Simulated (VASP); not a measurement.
# WS2 in VASP: further runs

Runs on WS2. Level: PBEsol. Tasks: single point.

Everything below comes from runs of VASP 6.6.1. Logs are shortened: lines on timing, memory, paths and dates and some standing lists are left out, and cuts for length are marked.

## 1. The cell of the first run

The cell holds a slab with vacuum, 3 atoms: a = 2.929 Å, b = 2.929 Å, c = 16.951 Å, α = 90.00°, β = 90.00°, γ = 120.00°.

## 2. Single point, PBEsol (strain -0.080 along x and y, +0.000 along z)

The input, INCAR:

```
  PREC = Accurate
  ENCUT = 520
  EDIFF = 1E-6
  ISMEAR = 0
  SIGMA = 0.05
  LREAL = False
  LASPH = True
  NELM = 80
  ALGO = Normal
  ISIF = 2
  LWAVE = False
  LCHARG = True
  GGA = PS
  LELF = True
  LVHAR = True
  NBANDS = 20
```

The input, KPOINTS:

```
Automatic mesh
0
Gamma
  12 12 2
```

The input, POSCAR:

```
WS2
1.0
    2.9288350467      0.0000000000      0.0000000000
   -1.4644175234      2.5364455540      0.0000000000
    0.0000000000      0.0000000000     16.9505778900
W S
1 2
Direct
    0.3333333333      0.6666666667      0.0000000000
    0.6666666667      0.3333333333      0.9079994900
    0.6666666667      0.3333333333      0.0920005100
```

Potentials or basis: VASP PAW PBE potentials, release 64 (W_sv, S).

Started as:

```
$ cat potpaw_PBE.64/W_sv/POTCAR potpaw_PBE.64/S/POTCAR > POTCAR
$ mpirun -np 1 vasp_std > vasp.out
```

OUTCAR:

```text
PREC = Accurate
   ENCUT = 520
   EDIFF = 1E-6
   ISMEAR = 0
   LREAL = False
   LASPH = True
   NELM = 80
   ISIF = 2
   GGA = PS

 ion  position               nearest neighbor table
   1  0.333  0.667  0.000-   2 2.30   3 2.30   2 2.30   3 2.30   2 2.30   3 2.30
   2  0.667  0.333  0.908-   1 2.30   1 2.30   1 2.30
   3  0.667  0.333  0.092-   1 2.30   1 2.30   1 2.30

  LATTYP: Found a hexagonal cell.
 ALAT       =     2.9288350467
 C/A-ratio  =     5.7874812407

  Lattice vectors:

 A1 = (   2.9288350467,   0.0000000000,   0.0000000000)
 A2 = (  -1.4644175234,   2.5364455540,   0.0000000000)
 A3 = (   0.0000000000,   0.0000000000,  16.9505778900)

Analysis of symmetry for initial positions (statically):
=====================================================================
 Subroutine PRICEL returns:
 Original cell was already a primitive cell.

 Routine SETGRP: Setting up the symmetry group for a
 hexagonal supercell.

 Subroutine GETGRP returns: Found 12 space group operations
 (whereof 12 operations were pure point group operations)
 out of a pool of 24 trial point group operations.

The static configuration has the point symmetry D_3h.

Analysis of symmetry for dynamics (positions and initial velocities):
=====================================================================
 Subroutine PRICEL returns:
 Original cell was already a primitive cell.

 Routine SETGRP: Setting up the symmetry group for a
 hexagonal supercell.

 Subroutine GETGRP returns: Found 12 space group operations
 (whereof 12 operations were pure point group operations)
 out of a pool of 24 trial point group operations.

The dynamic configuration has the point symmetry D_3h.

 Subroutine INISYM returns: Found 12 space group operations
 (whereof 12 operations are pure point group operations),
 and found     1 'primitive' translations

----------------------------------------------------------------------------------------

                                     Primitive cell

  volume of cell :     125.9230

  direct lattice vectors                    reciprocal lattice vectors
     2.928835047  0.000000000  0.000000000     0.341432680  0.197126250  0.000000000
    -1.464417523  2.536445554  0.000000000     0.000000000  0.394252500  0.000000000
     0.000000000  0.000000000 16.950577890     0.000000000  0.000000000  0.058995039

  length of vectors
     2.928835047  2.928835047 16.950577890     0.394252500  0.394252500  0.058995039

  position of ions in fractional coordinates (direct lattice)
     0.333333333  0.666666667  0.000000000
     0.666666667  0.333333333  0.907999490
     0.666666667  0.333333333  0.092000510

  ion indices of the primitive-cell ions
   primitive index   ion index
                 1           1
                 2           2
                 3           3

----------------------------------------------------------------------------------------

 KPOINTS: Automatic mesh

Automatic generation of k-mesh.
 Grid dimensions read from file:
 generate k-points for:   12   12    2

 Generating k-lattice:

  Cartesian coordinates                     Fractional coordinates (reciprocal lattice)
     0.028452723  0.016427187  0.000000000     0.083333333 -0.000000000  0.000000000
     0.000000000  0.032854375  0.000000000     0.000000000  0.083333333  0.000000000
     0.000000000  0.000000000  0.029497519     0.000000000  0.000000000  0.500000000

  Length of vectors
     0.032854375  0.032854375  0.029497519

  Shift w.r.t. Gamma in fractional coordinates (k-lattice)
     0.000000000  0.000000000  0.000000000

 Subroutine IBZKPT returns following result:
 ===========================================

 Found     38 irreducible k-points:

 Following reciprocal coordinates:
            Coordinates               Weight
  0.000000  0.000000  0.000000      1.000000
  0.083333  0.000000  0.000000      6.000000
  0.166667  0.000000  0.000000      6.000000
  0.250000  0.000000  0.000000      6.000000
  0.333333  0.000000  0.000000      6.000000
  0.416667  0.000000  0.000000      6.000000
[... 16 lines left out ...]
  0.250000  0.000000  0.500000      6.000000
  0.333333  0.000000  0.500000      6.000000
 [... further k-points ...]
   k-points           NKPTS =     38   k-points in BZ     NKDIM =     38   number of bands    NBANDS=     20
   number of dos      NEDOS =    301   number of ions     NIONS =      3
   total plane-waves  NPLWV =  72576
   dimension x,y,z NGX =    24 NGY =   24 NGZ =  126
   dimension x,y,z NGXF=    48 NGYF=   48 NGZF=  252
   ions per type =               1   2
   NGX,Y,Z   is equivalent  to a cutoff of  13.62, 13.62, 12.36 a.u.
   NGXF,Y,Z  is equivalent  to a cutoff of  27.25, 27.25, 24.72 a.u.
 SYSTEM =  unknown system
   PREC   = accura    normal or accurate (medium, high low for compatibility)
   ISTART =      0    job   : 0-new  1-cont  2-samecut
   ICHARG =      2    charge: 1-file 2-atom 10-const
   ISPIN  =      1    spin polarized calculation?
   LNONCOLLINEAR =      F non collinear calculations
   LSORBIT =      F    spin-orbit coupling
   LASPH  =      T    aspherical Exc in radial PAW
   ENCUT  =  520.0 eV  38.22 Ry    6.18 a.u.   5.45  5.45 31.52*2*pi/ulx,y,z
   NELM   =     80;   NELMIN=  2; NELMDL= -5     # of ELM steps
   EDIFF  = 0.1E-05   stopping-criterion for ELM
   LREAL  =      F    real-space projection
   EDIFFG = 0.1E-04   stopping-criterion for IOM
   NSW    =      0    number of steps for IOM
   IBRION =     -1    ionic relax: 0-MD 1-quasi-New 2-CG
   NFREE  =      0    steps in history (QN), initial steepest desc. (CG)
   ISIF   =      2    stress and relaxation
   ISYM   =      2    0-nonsym 1-usesym 2-fastsym
   POTIM  = 0.5000    time-step for ionic-motion
   TEBEG  =    0.0;   TEEND  =   0.0 temperature during run
   PSTRESS=    0.0 pullay stress
   NELECT =      26.0000    total number of electrons
   NUPDOWN=      -1.0000    fix difference up-down
   EMIN   =  10.00;   EMAX   =-10.00  energy-range for DOS
   EFERMI =   0.00;   METHOD = LEGACY
   ISMEAR =     0;   SIGMA  =   0.05  broadening in eV -4-tet -1-fermi 0-gaus
   EFERMI_NEDOS =   21; number of points for ismear=-14 and -15
   IALGO  =     38    algorithm
   IMIX   =      4    mixing-type and parameters
     AMIX     =   0.40;   BMIX     =  1.00
     AMIX_MAG =   1.60;   BMIX_MAG =  1.00
  volume/ion in A,a.u.               =      41.97       283.26
  Fermi-wavevector in a.u.,A,eV,Ry     =   0.967604  1.828506 12.738555  0.936257
  Thomas-Fermi vector in A             =   2.097504
   LORBIT       =      0    0 simple, 1 ext, 2 COOP (PROOUT), +10 PAW based schemes
   GGA     = PS    functional components
   LHFCALC =     F    Hartree Fock is set to
   AEXX    =    0.0000 exact exchange contribution
   IVDW    =     0    specifies the selected vdW correction
   LEPSILON=     F    determine dielectric tensor
   LRPA    =     F    only Hartree local field effects (RPA)
 non-spin polarized calculation
 Gauss-broadening in eV      SIGMA  =   0.05
  energy-cutoff  :      520.00
  volume of cell :      125.92
 maximum number of plane-waves:      3483
 NGX is ok and might be reduce to    24
   NGX = 11   NGY = 11   NGZ = 63

 number of electron      25.9999999 magnetization

 Free energy of the ion-electron system (eV)
  ---------------------------------------------------
  ext. energy  EPLUGINS =         0.00000000
  ---------------------------------------------------
  free energy    TOTEN  =       -24.48560831 eV

  energy without entropy =      -24.48560831  energy(sigma->0) =      -24.48560831

 E-fermi :  -0.0649     XC(G=0):  -4.8772

 val. band max:       -0.4293375159   @ k =   0.3333   0.3333   0.5000
 cond. band min:       1.4955455119   @ k =   0.1667   0.1667   0.0000
 fundamental gap:      1.9248830278
 Fermi energy:        -0.0649267479

 k-point     1 :       0.0000    0.0000    0.0000
  band No.  band energies     occupation
      1     -73.8860      2.00000
      2     -38.4467      2.00000
      3     -37.9070      2.00000
      4     -37.9070      2.00000
      5     -16.3611      2.00000
      6     -14.3868      2.00000
[... 12 lines left out ...]
     19       4.9026      0.00000
     20       6.0902      0.00000

 k-point     2 :       0.0833    0.0000    0.0000
  band No.  band energies     occupation
      1     -73.8823      2.00000
      2     -38.4359      2.00000
      3     -37.9640      2.00000
      4     -37.9196      2.00000
      5     -16.1996      2.00000
      6     -14.3277      2.00000
[... 12 lines left out ...]
     19       5.0746      0.00000
     20       6.2883      0.00000

 k-point     3 :       0.1667    0.0000    0.0000
  band No.  band energies     occupation
      1     -73.8721      2.00000
      2     -38.4061      2.00000
      3     -38.1171      2.00000
      4     -37.9541      2.00000
      5     -15.7387      2.00000
      6     -14.1593      2.00000
[... 12 lines left out ...]
     19       5.5689      0.00000
     20       6.7445      0.00000

 k-point     4 :       0.2500    0.0000    0.0000
  band No.  band energies     occupation
      1     -73.8582      2.00000
      2     -38.3652      2.00000
      3     -38.3209      2.00000
      4     -38.0008      2.00000
      5     -15.0466      2.00000
      6     -13.9096      2.00000
[... 12 lines left out ...]
     19       6.2696      0.00000
     20       7.3034      0.00000

 k-point     5 :       0.3333    0.0000    0.0000
  band No.  band energies     occupation
      1     -73.8442      2.00000
      2     -38.5187      2.00000
      3     -38.3239      2.00000
      4     -38.0470      2.00000
      5     -14.2373      2.00000
      6     -13.6304      2.00000
[... 12 lines left out ...]
     19       6.7726      0.00000
     20       7.5242      0.00000
[... 353 lines left out ...]
      6     -14.3277      2.00000
[... 12 lines left out ...]
     19       5.1318      0.00000
     20       6.2682      0.00000

 k-point    22 :       0.1667    0.0000    0.5000
  band No.  band energies     occupation
      1     -73.8721      2.00000
      2     -38.4061      2.00000
      3     -38.1172      2.00000
      4     -37.9541      2.00000
      5     -15.7387      2.00000
      6     -14.1593      2.00000
[... 12 lines left out ...]
     19       5.6084      0.00000
     20       6.7399      0.00000

 k-point    23 :       0.2500    0.0000    0.5000
  band No.  band energies     occupation
      1     -73.8582      2.00000
      2     -38.3652      2.00000
      3     -38.3209      2.00000
      4     -38.0008      2.00000
      5     -15.0466      2.00000
      6     -13.9096      2.00000
[... 12 lines left out ...]
     19       6.2676      0.00000
     20       7.3673      0.00000

 k-point    24 :       0.3333    0.0000    0.5000
  band No.  band energies     occupation
      1     -73.8442      2.00000
      2     -38.5187      2.00000
      3     -38.3239      2.00000
      4     -38.0470      2.00000
      5     -14.2373      2.00000
      6     -13.6304      2.00000
[... 12 lines left out ...]
     19       6.7977      0.00000
     20       7.6816      0.00000

 [... further k-points ...]
[... 5 lines left out ...]
  --------------------------------------------------------------------------------------
  -------------------------------------------------------------------------------------
  Total       10.9466382     10.9466382      7.1240220     -0.0000000     -0.0000000      0.0000000
  in kB      139.2792371    139.2792371     90.6422893     -0.0000000     -0.0000000      0.0000000
  external PRESSURE =     123.0669212 kB  Pullay stress =       0.0000000 kB

 VOLUME and BASIS-vectors are now :
 -----------------------------------------------------------------------------
  energy-cutoff  :      520.00
  volume of cell :      125.92
      direct lattice vectors                 reciprocal lattice vectors
     2.928835047  0.000000000  0.000000000     0.341432680  0.197126250  0.000000000
    -1.464417523  2.536445554  0.000000000     0.000000000  0.394252500  0.000000000
     0.000000000  0.000000000 16.950577890     0.000000000  0.000000000  0.058995039

 POSITION                                       TOTAL-FORCE (eV/Angst)
 -----------------------------------------------------------------------------------
     -0.00000      1.69096      0.00000         0.000000     -0.000000      0.000000
      1.46442      0.84548     15.39112        -0.000000      0.000000     -2.293674
      1.46442      0.84548      1.55946        -0.000000      0.000000      2.293674
 -----------------------------------------------------------------------------------
    total drift:                                0.000000     -0.000000     -0.000000

  FREE ENERGIE OF THE ION-ELECTRON SYSTEM (eV)
  ---------------------------------------------------
  free  energy   TOTEN  =       -24.4856083106 eV

  energy  without entropy=      -24.4856083106  energy(sigma->0) =      -24.48560831
```

Run time: 89 s. Hardware: 1 thread of AMD EPYC 9R45 (Zen 5), shared host; peak memory 0.26 GiB.

Results:

* Free energy: -24.4856 eV
* Largest force: 2.294 eV/Å
* Band gap on the k mesh: 1.92 eV, indirect (least direct gap 2.86 eV)

Forces in eV/Å, atoms in the order of the input:
```
W    0.000  0.000  0.000
S    0.000  0.000 -2.294
S    0.000  0.000  2.294
```

Caveat: the cell differs from its parent crystal (strain -0.080 along x and y, +0.000 along z); the PAW data sets were made with another functional, which shifts forces and pressure a little; spin-orbit coupling is left out, which moves the levels of the heavy elements.

## 3. Single point, PBEsol (strain +0.000 along x and y, -0.040 along z)

The input, INCAR:

```
SYSTEM = WS2
PREC = Accurate
ENCUT = 520
EDIFF = 1E-6
ISMEAR = 0
SIGMA = 0.05
LREAL = .FALSE.
LASPH = .TRUE.
NELM = 60
ALGO = Normal
ISIF = 2
LWAVE = .FALSE.
LCHARG = .FALSE.
GGA = PS
NBANDS = 20
```

The input, KPOINTS:

```
Automatic mesh
0
G
  12 12 2
  0 0 0
```

The input, POSCAR:

```
WS2
1.0
    3.1835163552      0.0000000000      0.0000000000
   -1.5917581776      2.7570060369      0.0000000000
    0.0000000000      0.0000000000     16.2725547744
W S
1 2
Direct
    0.3333333333      0.6666666667      0.0000000000
    0.6666666667      0.3333333333      0.9079994900
    0.6666666667      0.3333333333      0.0920005100
```

Potentials or basis: VASP PAW PBE potentials, release 64 (W_sv, S).

Started as:

```
$ cat potpaw_PBE.64/W_sv/POTCAR potpaw_PBE.64/S/POTCAR > POTCAR
$ mpirun -np 1 vasp_std > vasp.out
```

Wall time 83 s (1 thread of AMD EPYC 9R45 (Zen 5), shared host); peak memory 0.27 GiB.

The run converged. Its results:

| Property | Result |
| --- | --- |
| Free energy | -25.1666 eV |
| Largest force | 1.245 eV/Å |
| Band gap on the k mesh | 1.30 eV, indirect (least direct gap 1.63 eV) |

Forces in eV/Å, atoms in the order of the input:
```
W    0.000  0.000  0.000
S    0.000  0.000 -1.245
S    0.000  0.000  1.245
```

Levels at points of the mesh, in eV from the valence-band top:
```
           k point  band 10  band 11  band 12  band 13  band 14  band 15  band 16  band 17
(0.00, 0.00, 0.00)    -2.16    -2.16    -2.12     0.00     2.68     2.68     3.07     3.07
(0.50, 0.00, 0.00)    -3.96    -2.15    -1.72    -1.17     2.52     3.06     3.97     4.85
(0.00, 0.00, 0.50)    -2.16    -2.16    -2.12     0.00     2.68     2.68     3.07     3.07
(0.50, 0.00, 0.50)    -3.96    -2.15    -1.72    -1.17     2.52     3.06     3.97     4.85
```

Caveat: the cell differs from its parent crystal (strain +0.000 along x and y, -0.040 along z); the PAW data sets were made with another functional, which shifts forces and pressure a little; spin-orbit coupling is left out, which moves the levels of the heavy elements.

## 4. Single point, PBEsol (strain +0.000 along x and y, +0.040 along z)

The input, INCAR:

```
SYSTEM = WS2
ALGO = Normal
EDIFF = 1E-7
ENCUT = 520
GGA = PS
ISIF = 2
ISMEAR = 0
LASPH = .TRUE.
LCHARG = .FALSE.
LREAL = .FALSE.
LWAVE = .FALSE.
NBANDS = 20
NELM = 60
PREC = Accurate
SIGMA = 0.05
```

The input, KPOINTS:

```
k-points
0
G
  12 12 2
  0 0 0
```

POSCAR, as its differences from that of step 3:

```diff
@@ -4,3 +4,3 @@
    -1.5917581776      2.7570060369      0.0000000000
-    0.0000000000      0.0000000000     16.2725547744
+    0.0000000000      0.0000000000     17.6286010056
 W S
```

Started as:

```
$ cat potpaw_PBE.64/W_sv/POTCAR potpaw_PBE.64/S/POTCAR > POTCAR
$ mpirun -np 1 vasp_std > vasp.out
```

It took 1.7 min on 1 thread of AMD EPYC 9R45 (Zen 5), shared host; peak memory 0.29 GiB.

It converged, with:

```yaml
Free_energy: -25.1488 eV
Largest_force: 1.250 eV/Å
Band_gap_on_the_k_mesh: 1.82 eV, indirect (least direct gap 1.93 eV)
```

Forces on the atoms (eV/Å):
```
W    0.000  0.000  0.000
S    0.000  0.000  1.250
S    0.000  0.000 -1.250
```

Levels at points of the mesh, in eV from the valence-band top:
| k point | band 11 | band 12 | band 13 | band 14 | band 15 | band 16 |
| --- | --- | --- | --- | --- | --- | --- |
| (0.00, 0.00, 0.00) | -1.41 | -1.41 | -0.27 | 2.83 | 2.83 | 2.86 |
| (0.50, 0.00, 0.00) | -2.28 | -1.13 | -0.97 | 2.86 | 3.19 | 3.85 |
| (0.00, 0.00, 0.50) | -1.41 | -1.41 | -0.27 | 2.83 | 2.83 | 2.86 |
| (0.50, 0.00, 0.50) | -2.28 | -1.13 | -0.97 | 2.86 | 3.19 | 3.85 |

Caveat: the cell differs from its parent crystal (strain +0.000 along x and y, +0.040 along z); the PAW data sets were made with another functional, which shifts forces and pressure a little; spin-orbit coupling is left out, which moves the levels of the heavy elements.

[end of part 1 of 2]
